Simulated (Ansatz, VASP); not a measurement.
# Ta2N: VASP beside Ansatz

INCAR

```
ALGO     = Normal         # electronic algorithm
EDIFF    = 1E-6           # SCF threshold, eV
ENCUT    = 520            # plane-wave cutoff, eV
ISIF     = 2              # what is computed and relaxed
ISMEAR   = 0              # smearing method
LASPH    = True           # aspherical terms in the spheres
LCHARG   = False          # write CHGCAR
LREAL    = False          # projectors in reciprocal space
LWAVE    = False          # write WAVECAR
NBANDS   = 20             # bands
NELM     = 60             # most SCF steps
PREC     = Accurate       # precision mode
SIGMA    = 0.15           # smearing width, eV
```

File KPOINTS:

```
k-points
0
Gamma
  18 18 10
```

Contents of POSCAR:

```
Ta2N
1.0
    2.9811006896      0.0000000000      0.0000000000
   -1.4905503448      2.5817089285      0.0000000000
    0.0000000000      0.0000000000      5.0499845683
Ta N
2 1
Direct
    0.6666666667      0.3333333333      0.7466885012
    0.3333333333      0.6666666667      0.2533114988
    0.0000000000      0.0000000000      0.0000000000
```

Input for Ansatz:

```yaml
crystal:
  lattice:
    - [2.9811006896, 0.0, 0.0]
    - [-1.4905503448, 2.5817089285, 0.0]
    - [0.0, 0.0, 5.0499845683]
  atoms:
    - { symbol: Ta, position: [0.6666666667, 0.3333333333, 0.7466885012] }
    - { symbol: Ta, position: [0.3333333333, 0.6666666667, 0.2533114988] }
    - { symbol: "N", position: [0.0, 0.0, 0.0] }
basis:
  ecutwfc: 520.0
kpoints:
  mp_grid: { grid: [18, 18, 10] }
hamiltonian:
  xc: lda
  pseudopotentials: { kind: paw, azcp: { folder: soft_1 } }
scf:
  occupations: { method: gaussian, width: 0.15 }
output:
  forces: true
  stress: true
  eigenvalues: true
```

Alike in both runs: task single point; functional LDA; k mesh 18 × 18 × 10; occupations gaussian, width 0.15 eV; no spin polarisation.

|  | VASP | Ansatz |
| --- | --- | --- |
| version | VASP 6.6.1 | Ansatz 0.2.0 |
| potentials or method | VASP PAW LDA potentials, release 64 (Ta_pv, N), cutoff 520 eV | scalar-relativistic, plane waves, PAW |
| valence electrons in the cell | 27 | 31 |

VASP gave:

- gap on the k mesh at the Fermi level (eV): none
- pressure (GPa): 2.2
- traceless stress, the component that is largest in VASP (GPa): -11.31
- rms of the force components (eV/Å): 0.311

**Question.** What did Ansatz give for the same quantities?

**Answer.** gap on the k mesh at the Fermi level (eV): none; pressure (GPa): 0.7; traceless stress, the component that is largest in VASP (GPa): -11.19; rms of the force components (eV/Å): 0.285.

Ansatz warns that its potentials were made for another functional, while VASP's fit it. LDA's correlation is that of Perdew and Zunger in VASP and of Perdew and Wang (1992) in Ansatz. Atom by atom the forces differ by 0.026 eV/Å (rms over components). A gap of «none» marks a metal or a gap that the smearing closes. VASP's potentials hold 27 valence electrons a cell and Ansatz's 31, so a difference there can come from the potentials and not from the codes.

Spin-orbit coupling is off throughout.
